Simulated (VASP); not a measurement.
Wanted: the native input for a VASP 6.6.1 run.

```
Task                   : single point
Functional             : PBEsol
Potentials or basis    : VASP PAW PBE potentials, release 64 (Pb_d, I)
Cutoff                 : 500 eV
k mesh                 : 6 × 6 × 4
Occupations            : gaussian, width 0.01 eV
Spin                   : non-collinear spin, zero start, spin-orbit coupling
Starting moments       : [[0.0, 0.0, 0.0], [0.0, 0.0, 0.0], [0.0, 0.0, 0.0]] μB
Dipole correction      : no
Further INCAR settings : ALGO = Normal; EDIFF = 1e-06; NBANDS = 41
```

The structure of PbI2 lies in POSCAR:

```
PbI2
1.0
    4.5451946160      0.0000000000      0.0000000000
   -2.2725973080      3.9362540026      0.0000000000
    0.0000000000      0.0000000000      7.0652916297
Pb I
1 2
Direct
    0.0000000000      0.0000000000      0.0000000000
    0.3333333333      0.6666666667      0.2632474854
    0.6666666667      0.3333333333      0.7367525146
```

The input as run:

INCAR

```
SYSTEM = PbI2
PREC = Accurate
ENCUT = 500
EDIFF = 1E-6
ISMEAR = 0
SIGMA = 0.01
LREAL = .False.
LASPH = .True.
NELM = 200
ALGO = Normal
ISIF = 2
LWAVE = .False.
LCHARG = .False.
MAGMOM = 0 0 0 0 0 0 0 0 0
LORBIT = 11
LSORBIT = .True.
GGA_COMPAT = .False.
LORBMOM = .True.
GGA = PS
NBANDS = 41
```

KPOINTS

```
Automatic mesh
0
Gamma
  6 6 4
  0 0 0
```

Potentials or basis: VASP PAW PBE potentials, release 64 (Pb_d, I).

The run is started by

```sh
$ cat potpaw_PBE.64/Pb_d/POTCAR potpaw_PBE.64/I/POTCAR > POTCAR
$ mpirun -np 1 vasp_ncl > vasp.out
```

Results of the run:

```
Pressure                                              : 0.0 GPa
Largest force                                         : 0.027 eV/Å
Net moment                                            : 0.00 μB per cell
Valence electrons inside the program's atomic spheres : Pb 11.84; I 4.27
```

Caveat: the PAW data sets were made with another functional, which shifts forces and pressure a little; this functional lacks dispersion, which binds layers or chains, so the pressure and a relaxed spacing across them are unreliable.

It took 2.1 min on 1 thread of AMD EPYC 9R45 96-Core Processor (Zen 5), on a shared host, peak memory 0.57 GiB.
